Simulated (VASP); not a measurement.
Set up this calculation in VASP 6.6.1, as the native input.

* Task: relaxation of cell and atoms
* Functional: PBE
* Potentials or basis: VASP PAW PBE potentials, release 64 (Ca_sv, As, O)
* Cutoff: 600 eV
* k mesh: 6 × 6 × 10
* Occupations: gaussian, width 0.1 eV
* Spin: no spin polarisation
* Dipole correction: no
* Further INCAR settings: ALGO = Fast; EDIFF = 1e-06; IBRION = 2; EDIFFG = -0.01; NSW = 100; ISIF = 3

The structure of CaAs2O5 lies in POSCAR:

```
CaAs2O5
1.0
    6.3318407712      0.0000000000      0.0000000000
   -3.1659203856      5.4835349606      0.0000000000
    0.0000000000      0.0000000000      3.7496735779
Ca As O
1 2 5
Direct
    0.0000000000      0.0000000000      0.0000000000
    0.3333333333      0.6666666667      0.5000000000
    0.6666666667      0.3333333333      0.5000000000
    0.3333333333      0.6666666667      0.0000000000
    0.9895425907      0.4947712954      0.5000000000
    0.5052287046      0.4947712954      0.5000000000
    0.5052287046      0.0104574093      0.5000000000
    0.6666666667      0.3333333333      0.0000000000
```

The cell was generated, and may not be a known phase.

The input as run:

INCAR

```
SYSTEM = CaAs2O5
  ALGO = Fast
  EDIFF = 1E-6
  EDIFFG = -0.01
  ENCUT = 600
  GGA = PE
  IBRION = 2
  ISIF = 3
  ISMEAR = 0
  LASPH = .True.
  LCHARG = .False.
  LREAL = .False.
  LWAVE = .False.
  NELM = 80
  NSW = 100
  PREC = Accurate
  SIGMA = 0.1
```

KPOINTS

```
k-points
0
Gamma
  6 6 10
  0 0 0
```

Potentials or basis: VASP PAW PBE potentials, release 64 (Ca_sv, As, O).

Run with:

```sh
$ cat potpaw_PBE.64/Ca_sv/POTCAR potpaw_PBE.64/As/POTCAR potpaw_PBE.64/O/POTCAR > POTCAR
$ mpirun -np 1 vasp_std > vasp.out
```

It gave:

```
Relaxed volume                        : 16.39 Å³/atom
Relaxed cell                          : a = 6.343 Å, b = 6.343 Å, c = 3.764 Å, α = 90.00°, β = 90.00°, γ = 120.00°
Space group after relaxing (to 0.1 Å) : P6/mmm (No. 191)
Energy gained by relaxing             : 1.0 meV/atom
Ionic steps                           : 8
Pressure after relaxing               : 0.0 GPa
Band gap on the k mesh                : zero (bands 25 and 26 overlap by 2.27 eV)
```

It took 27 min on 1 thread of Oxide Virtual Turin-like Processor (shared host), peak memory 0.39 GiB.
